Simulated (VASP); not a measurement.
Here is a VASP 6.6.1 calculation.

Contents of INCAR:

```
SYSTEM = Al5Si
ALGO     = Normal         ! electronic algorithm
DIPOL    = 0.5 0.5 0.500
EDIFF    = 1E-6           ! SCF threshold, eV
ENCUT    = 520            ! plane-wave cutoff, eV
GGA      = PE             ! functional
IDIPOL   = 3            
ISIF     = 2              ! what is computed and relaxed
ISMEAR   = -1             ! smearing method
LASPH    = .TRUE.         ! aspherical terms in the spheres
LCHARG   = .FALSE.        ! write CHGCAR
LDIPOL   = .TRUE.       
LREAL    = .FALSE.        ! projectors in reciprocal space
LWAVE    = .FALSE.        ! write WAVECAR
NBANDS   = 18             ! bands
NELM     = 100            ! most SCF steps
PREC     = Accurate       ! precision mode
SIGMA    = 0.08           ! smearing width, eV
```

KPOINTS

```
k-points
0
G
  16 16 1
  0 0 0
```

Contents of POSCAR:

```
Al5Si
1.0
    2.8574853682      0.0000000000      0.0000000000
   -1.4287426841      2.4746549198      0.0000000000
    0.0000000000      0.0000000000     27.6656000000
Al Si
5 1
Direct
    0.1666666667      0.3333333333      0.2884232327
    0.5000000000      1.0000000000      0.3733263991
    0.1666666667      0.3333333333      0.5425387958
    0.5000000000      1.0000000000      0.6266736016
    0.8333333333      0.6666666667      0.7115767664
    0.8333333333      0.6666666667      0.4574612037
```

Potentials or basis: VASP PAW PBE potentials, release 64 (Al, Si).

Command:

```console
$ cat potpaw_PBE.64/Al/POTCAR potpaw_PBE.64/Si/POTCAR > POTCAR
$ mpirun -np 1 vasp_std > vasp.out
```

Problem. What does it give for the largest force?

Solution. 0.406 eV/Å.

Problem. Predict the band gap on the k mesh.

Solution. Zero (an odd number of electrons rules out a gap without spin polarisation).

Forces on the atoms (eV/Å):
```
Al   0.000  0.000  0.000
Al   0.000  0.000  0.406
Al   0.000  0.000 -0.284
Al   0.000  0.000 -0.045
Al   0.000  0.000 -0.014
Si   0.000  0.000 -0.064
```
